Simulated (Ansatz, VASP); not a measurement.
Two plane-wave programs on HfO2

The input INCAR:

```
ALGO     = Normal         # electronic algorithm
EDIFF    = 1E-6           # SCF threshold, eV
ENCUT    = 520            # plane-wave cutoff, eV
GGA      = PE             # functional
ISIF     = 2              # what is computed and relaxed
ISMEAR   = 0              # smearing method
LASPH    = True           # aspherical terms in the spheres
LCHARG   = True           # write CHGCAR
LELF     = True           # ELF
LREAL    = False          # projectors in reciprocal space
LVHAR    = True         
LWAVE    = False          # write WAVECAR
NBANDS   = 18             # bands
NELM     = 100            # most SCF steps
PREC     = Accurate       # precision mode
SIGMA    = 0.05           # smearing width, eV
```

File KPOINTS:

```
k-points
0
Gamma
  8 8 8
```

POSCAR

```
HfO2
1.0
    0.0000000000      2.4935625000      2.6214375000
    2.4935625000      0.0000000000      2.6214375000
    2.4935625000      2.4935625000      0.0000000000
Hf O
1 2
Direct
    0.0000000000      0.0000000000      0.0000000000
    0.2500000000      0.2500000000      0.2500000000
    0.7500000000      0.7500000000      0.7500000000
```

Input for Ansatz:

```yaml
crystal:
  lattice:
    - [0.0, 2.4935625, 2.6214375]
    - [2.4935625, 0.0, 2.6214375]
    - [2.4935625, 2.4935625, 0.0]
  atoms:
    - { symbol: Hf, position: [0.0, 0.0, 0.0] }
    - { symbol: O, position: [0.25, 0.25, 0.25] }
    - { symbol: O, position: [0.75, 0.75, 0.75] }
basis:
  ecutwfc: 420
kpoints:
  mp_grid: { grid: [8, 8, 8] }
hamiltonian:
  xc: pbe
scf:
  occupations: { method: gaussian, width: 0.05 }
output:
  forces: true
  stress: true
  eigenvalues: true
  write_density: true
  write_potential: true
  elf: true
  volumetric_format: npy
```

Change from the starting cell: strain -0.025 along x and y, +0.025 along z, atoms carried along.

Alike in both runs: task single point; functional PBE; k mesh 8 × 8 × 8; occupations gaussian, width 0.05 eV; no spin polarisation.

|  | VASP | Ansatz |
| --- | --- | --- |
| version | VASP 6.6.1 | Ansatz 0.2.0 |
| potentials or method | VASP PAW PBE potentials, release 64 (Hf_pv, O), cutoff 520 eV | scalar-relativistic, plane waves, PAW |
| valence electrons in the cell | 22 | 38 |

|  | VASP | Ansatz | Ansatz less VASP |
| --- | --- | --- | --- |
| gap on the k mesh at the Fermi level (eV) | 3.28 | 3.29 | +0.002 |
| least direct gap on the mesh (eV) | 3.49 | 3.48 | -0.008 |
| pressure (GPa) | 0.3 | 4.1 | +3.75 |
| traceless stress, the component that is largest in VASP (GPa) | -15.75 | -15.45 | +0.296 |

The functional is the same, so the differences come from potentials, cutoffs and numerics. VASP's potentials hold 22 valence electrons a cell and Ansatz's 38, so a difference there can come from the potentials and not from the codes.

Neither program's run includes spin-orbit coupling.
